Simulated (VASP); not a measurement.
# Ag16HCl in VASP: single point with PBE

Aim: the single point of Ag16HCl with PBE.

Everything below comes from runs of VASP 6.6.1. Logs are shortened: lines on timing, memory, paths and dates and some standing lists are left out, and cuts for length are marked.

**1. The cell of the first run**

The cell holds a slab with vacuum, 18 atoms: a = 5.865 Å, b = 5.865 Å, c = 25.353 Å, α = 90.00°, β = 90.00°, γ = 90.00°.

**2. Single point, PBE**

INCAR reads:

```
SYSTEM = Ag16HCl
  PREC = Accurate
  ENCUT = 520
  EDIFF = 1E-7
  ISMEAR = 0
  SIGMA = 0.1
  LREAL = Auto
  LASPH = .TRUE.
  NELM = 80
  ALGO = Normal
  ISIF = 2
  LWAVE = .FALSE.
  LCHARG = .FALSE.
  LDIPOL = .TRUE.
  IDIPOL = 3
  DIPOL = 0.5 0.5 0.464
  GGA = PE
  NBANDS = 107
```

KPOINTS reads:

```
Automatic mesh
0
G
  3 3 1
  0 0 0
```

POSCAR reads:

```
Ag16HCl
1.0
    5.8650143192      0.0000000000      0.0000000000
    0.0000000000      5.8650143192      0.0000000000
    0.0000000000      0.0000000000     25.3534870953
Ag Cl H
16 1 1
Direct
    0.2500000000      0.2500000000      0.3155384492
    0.2500000000      0.7500000000      0.3155384492
    0.7500000000      0.2500000000      0.3155384492
    0.7500000000      0.7500000000      0.3155384492
    0.5000000000      0.5000000000      0.3973258456
    0.5000000000      0.0000000000      0.3973258456
    0.0000000000      0.5000000000      0.3973258456
    0.0000000000      0.0000000000      0.3973258456
    0.7498780988      0.7497810598      0.4789805098
    0.7497872235      0.2491715502      0.4787524240
    0.2498855635      0.7498049600      0.4789417583
    0.2500414731      0.2491451626      0.4787669200
   -0.0002469582     -0.0007949148      0.5587785391
   -0.0000906260      0.4979653003      0.5585458485
    0.4998489715      0.0000307686      0.5585737985
    0.4997431924      0.4989012966      0.5586421166
    0.0381413310      0.0987205357      0.6925441000
    0.0203228687      0.2401448779      0.6530782679
```

Potentials or basis: VASP PAW PBE potentials, release 64 (Ag, Cl, H).

Command:

```console
> cat potpaw_PBE.64/Ag/POTCAR potpaw_PBE.64/Cl/POTCAR potpaw_PBE.64/H/POTCAR > POTCAR
> mpirun -np 1 vasp_std > vasp.out
```

OUTCAR:

```text
SYSTEM = Ag16HCl
   PREC = Accurate
   ENCUT = 520
   EDIFF = 1E-7
   ISMEAR = 0
   LREAL = Auto
   LASPH = .TRUE.
   NELM = 80
   ISIF = 2
   GGA = PE

 ion  position               nearest neighbor table
   1  0.250  0.250  0.316-   2 2.93   3 2.93   2 2.93   3 2.93   7 2.93   8 2.93   5 2.93   6 2.93

   2  0.250  0.750  0.316-   1 2.93   4 2.93   1 2.93   4 2.93   7 2.93   8 2.93   5 2.93   6 2.93

   3  0.750  0.250  0.316-   1 2.93   4 2.93   4 2.93   1 2.93   7 2.93   8 2.93   5 2.93   6 2.93
[... 23 lines left out ...]
  15  0.500  0.000  0.559-  12 2.89   9 2.89  11 2.89  10 2.89  16 2.93  13 2.93  13 2.93  16 2.94

  16  0.500  0.499  0.559-  12 2.90  11 2.90   9 2.90  10 2.90  15 2.93  14 2.93  14 2.93  15 2.94

  17  0.038  0.099  0.693-  18 1.30
  18  0.020  0.240  0.653-  17 1.30

  LATTYP: Found a simple tetragonal cell.
 ALAT       =     5.8650143192
 C/A-ratio  =     4.3228346455

  Lattice vectors:

 A1 = (   5.8650143192,   0.0000000000,   0.0000000000)
 A2 = (   0.0000000000,   5.8650143192,   0.0000000000)
 A3 = (   0.0000000000,   0.0000000000,  25.3534870953)

Analysis of symmetry for initial positions (statically):
=====================================================================
 Subroutine PRICEL returns:
 Original cell was already a primitive cell.

 Routine SETGRP: Setting up the symmetry group for a
 simple tetragonal supercell.

 Subroutine GETGRP returns: Found  1 space group operations
 (whereof  1 operations were pure point group operations)
 out of a pool of 16 trial point group operations.

The static configuration has the point symmetry C_1 .

Analysis of symmetry for dynamics (positions and initial velocities):
=====================================================================
 Subroutine PRICEL returns:
 Original cell was already a primitive cell.

 Routine SETGRP: Setting up the symmetry group for a
 simple tetragonal supercell.

 Subroutine GETGRP returns: Found  1 space group operations
 (whereof  1 operations were pure point group operations)
 out of a pool of 16 trial point group operations.

The dynamic configuration has the point symmetry C_1 .

 Subroutine INISYM returns: Found  1 space group operations
 (whereof  1 operations are pure point group operations),
 and found     1 'primitive' translations

----------------------------------------------------------------------------------------

                                     Primitive cell

  volume of cell :     872.1192

  direct lattice vectors                    reciprocal lattice vectors
     5.865014319  0.000000000  0.000000000     0.170502568  0.000000000  0.000000000
     0.000000000  5.865014319  0.000000000     0.000000000  0.170502568  0.000000000
     0.000000000  0.000000000 25.353487095     0.000000000  0.000000000  0.039442306

  length of vectors
     5.865014319  5.865014319 25.353487095     0.170502568  0.170502568  0.039442306

  position of ions in fractional coordinates (direct lattice)
     0.250000000  0.250000000  0.315538449
     0.250000000  0.750000000  0.315538449
     0.750000000  0.250000000  0.315538449
     0.750000000  0.750000000  0.315538449
     0.500000000  0.500000000  0.397325846
     0.500000000  0.000000000  0.397325846
[... 10 lines left out ...]
     0.038141331  0.098720536  0.692544100
     0.020322869  0.240144878  0.653078268

  ion indices of the primitive-cell ions
   primitive index   ion index
                 1           1
                 2           2
                 3           3
                 4           4
                 5           5
                 6           6
[... 10 lines left out ...]
                17          17
                18          18

----------------------------------------------------------------------------------------

 KPOINTS: Automatic mesh

Automatic generation of k-mesh.
 Grid dimensions read from file:
 generate k-points for:    3    3    1

 Generating k-lattice:

  Cartesian coordinates                     Fractional coordinates (reciprocal lattice)
     0.056834189  0.000000000  0.000000000     0.333333333  0.000000000  0.000000000
     0.000000000  0.056834189  0.000000000     0.000000000  0.333333333  0.000000000
     0.000000000  0.000000000  0.039442306     0.000000000  0.000000000  1.000000000

  Length of vectors
     0.056834189  0.056834189  0.039442306

  Shift w.r.t. Gamma in fractional coordinates (k-lattice)
     0.000000000  0.000000000  0.000000000

 Subroutine IBZKPT returns following result:
 ===========================================

 Found      5 irreducible k-points:

 Following reciprocal coordinates:
            Coordinates               Weight
  0.000000  0.000000  0.000000      1.000000
  0.333333  0.000000  0.000000      2.000000
  0.000000  0.333333  0.000000      2.000000
  0.333333  0.333333  0.000000      2.000000
 -0.333333  0.333333  0.000000      2.000000
   k-points           NKPTS =      5   k-points in BZ     NKDIM =      5   number of bands    NBANDS=    107
   number of dos      NEDOS =    301   number of ions     NIONS =     18
   total plane-waves  NPLWV = 442368
   dimension x,y,z NGX =    48 NGY =   48 NGZ =  192
   dimension x,y,z NGXF=    96 NGYF=   96 NGZF=  384
   ions per type =              16   1   1
   NGX,Y,Z   is equivalent  to a cutoff of  13.61, 13.61, 12.59 a.u.
   NGXF,Y,Z  is equivalent  to a cutoff of  27.21, 27.21, 25.18 a.u.
 SYSTEM =  Ag16HCl
   PREC   = accura    normal or accurate (medium, high low for compatibility)
   ISTART =      0    job   : 0-new  1-cont  2-samecut
   ICHARG =      2    charge: 1-file 2-atom 10-const
   ISPIN  =      1    spin polarized calculation?
   LNONCOLLINEAR =      F non collinear calculations
   LSORBIT =      F    spin-orbit coupling
   LASPH  =      T    aspherical Exc in radial PAW
   ENCUT  =  520.0 eV  38.22 Ry    6.18 a.u.  10.91 10.91 47.14*2*pi/ulx,y,z
   NELM   =     80;   NELMIN=  2; NELMDL= -5     # of ELM steps
   EDIFF  = 0.1E-06   stopping-criterion for ELM
   LREAL  =      T    real-space projection
   EDIFFG = 0.1E-05   stopping-criterion for IOM
   NSW    =      0    number of steps for IOM
   IBRION =     -1    ionic relax: 0-MD 1-quasi-New 2-CG
   NFREE  =      0    steps in history (QN), initial steepest desc. (CG)
   ISIF   =      2    stress and relaxation
   ISYM   =      2    0-nonsym 1-usesym 2-fastsym
   POTIM  = 0.5000    time-step for ionic-motion
   TEBEG  =    0.0;   TEEND  =   0.0 temperature during run
   PSTRESS=    0.0 pullay stress
   NELECT =     184.0000    total number of electrons
   NUPDOWN=      -1.0000    fix difference up-down
   EMIN   =  10.00;   EMAX   =-10.00  energy-range for DOS
   EFERMI =   0.00;   METHOD = LEGACY
   ISMEAR =     0;   SIGMA  =   0.10  broadening in eV -4-tet -1-fermi 0-gaus
   EFERMI_NEDOS =   21; number of points for ismear=-14 and -15
   IALGO  =     38    algorithm
   IMIX   =      4    mixing-type and parameters
     AMIX     =   0.40;   BMIX     =  1.00
     AMIX_MAG =   1.60;   BMIX_MAG =  1.00
  volume/ion in A,a.u.               =      48.45       326.96
  Fermi-wavevector in a.u.,A,eV,Ry     =   0.974590  1.841709 12.923175  0.949827
  Thomas-Fermi vector in A             =   2.105062
   LORBIT       =      0    0 simple, 1 ext, 2 COOP (PROOUT), +10 PAW based schemes
   GGA     = PE    functional components
   LHFCALC =     F    Hartree Fock is set to
   AEXX    =    0.0000 exact exchange contribution
   IVDW    =     0    specifies the selected vdW correction
   LEPSILON=     F    determine dielectric tensor
   LRPA    =     F    only Hartree local field effects (RPA)
 non-spin polarized calculation
 Gauss-broadening in eV      SIGMA  =   0.10
  energy-cutoff  :      520.00
  volume of cell :      872.12
 maximum number of plane-waves:     23486
 NGX is ok and might be reduce to    48
   NGX = 21   NGY = 21   NGZ = 95

 dipolmoment           0.000000      0.000000     -0.161425 electrons x Angstroem

 number of electron     184.0000034 magnetization

 dipolmoment           0.000000      0.000000      0.124890 electrons x Angstroem

 Free energy of the ion-electron system (eV)
  ---------------------------------------------------
  ext. energy  EPLUGINS =         0.00000000
  ---------------------------------------------------
  free energy    TOTEN  =       -45.57849655 eV

  energy without entropy =      -45.48815378  energy(sigma->0) =      -45.53332517

 E-fermi :  -0.0990     XC(G=0):  -4.9652

 val. band max:       -0.1003178203   @ k =   0.0000   0.3333   0.0000
 cond. band min:      -0.0713181301   @ k =   0.0000   0.0000   0.0000
 fundamental gap:      0.0289996901
 Fermi energy:        -0.0989774902

 k-point     1 :       0.0000    0.0000    0.0000
  band No.  band energies     occupation
      1     -16.8006      2.00000
      2      -7.4479      2.00000
      3      -7.1881      2.00000
      4      -6.2462      2.00000
      5      -6.1654      2.00000
      6      -6.1409      2.00000
[... 524 lines left out ...]
    103       3.9175      0.00000
    104       4.2363      0.00000
 [bands above 104 left out]

------------------------ aborting loop because EDIFF is reached ----------------------------------------

 vacuum level on the upper side and lower side of the slab       (xc-potential included)         0.237        -0.406

  FORCE on cell =-STRESS in cart. coord.  units (eV):
  Direction    XX          YY          ZZ          XY          YZ          ZX
  --------------------------------------------------------------------------------------
  -------------------------------------------------------------------------------------
  Total       -3.4264684     -3.1977127     -1.4054246      0.0013840      0.1498706      0.0031646
  in kB       -6.2947931     -5.8745441     -2.5819171      0.0025426      0.2753284      0.0058137
  external PRESSURE =      -4.9170848 kB  Pullay stress =       0.0000000 kB

 VOLUME and BASIS-vectors are now :
 -----------------------------------------------------------------------------
  energy-cutoff  :      520.00
  volume of cell :      872.12
      direct lattice vectors                 reciprocal lattice vectors
     5.865014319  0.000000000  0.000000000     0.170502568  0.000000000  0.000000000
     0.000000000  5.865014319  0.000000000     0.000000000  0.170502568  0.000000000
     0.000000000  0.000000000 25.353487095     0.000000000  0.000000000  0.039442306

 POSITION                                       TOTAL-FORCE (eV/Angst)
 -----------------------------------------------------------------------------------
      1.46625      1.46625      8.00000         0.008364     -0.012221      0.130648
      1.46625      4.39876      8.00000         0.009337      0.011782      0.131524
      4.39876      1.46625      8.00000        -0.008500     -0.012376      0.129952
      4.39876      4.39876      8.00000        -0.009499      0.011954      0.130949
      2.93251      2.93251     10.07360        -0.000084      0.002245     -0.115161
      2.93251      0.00000     10.07360        -0.000919     -0.008617     -0.133979
[... 10 lines left out ...]
      0.22370      0.57900     17.55841        -0.012682      0.081459     -0.090555
      0.11919      1.40845     16.55781         0.014865     -0.071695      0.091960
 -----------------------------------------------------------------------------------
    total drift:                                0.001663      0.004544      0.019287

  FREE ENERGIE OF THE ION-ELECTRON SYSTEM (eV)
  ---------------------------------------------------
  free  energy   TOTEN  =       -45.5784965502 eV

  energy  without entropy=      -45.4881537810  energy(sigma->0) =      -45.53332517

 vacuum level on the upper side and lower side of the slab         4.591         3.937
```

It took 15 min on 1 thread of AMD EPYC 9R45 (Zen 5), shared host; peak memory 0.97 GiB.

What came out:

```
Free energy            : -45.5785 eV
Largest force          : 0.134 eV/Å
Band gap on the k mesh : zero (bands 92 and 93 overlap by 0.04 eV)
```

Forces on the atoms (eV/Å):
```
Ag   0.008 -0.012  0.131
Ag   0.009  0.012  0.132
Ag  -0.009 -0.012  0.130
Ag  -0.009  0.012  0.131
Ag   0.000  0.002 -0.115
Ag  -0.001 -0.009 -0.134
Ag  -0.001  0.002 -0.116
Ag  -0.001 -0.009 -0.125
Ag  -0.001 -0.001 -0.005
Ag  -0.001  0.002 -0.005
Ag   0.002 -0.001 -0.004
Ag   0.000  0.001 -0.006
Ag  -0.003  0.001 -0.002
Ag  -0.005  0.002 -0.005
Ag   0.004 -0.001 -0.004
Ag   0.004  0.001 -0.004
Cl  -0.013  0.081 -0.091
H    0.015 -0.072  0.092
```

Levels at points of the mesh, in eV from the Fermi level:
```
           k point  band 89  band 90  band 91  band 92  band 93  band 94  band 95  band 96
(0.00, 0.00, 0.00)    -0.57    -0.57    -0.57    -0.21     0.03     0.05     0.07     0.07
```

The gap in the log of VASP goes by the Fermi energy; the results here count the filled bands.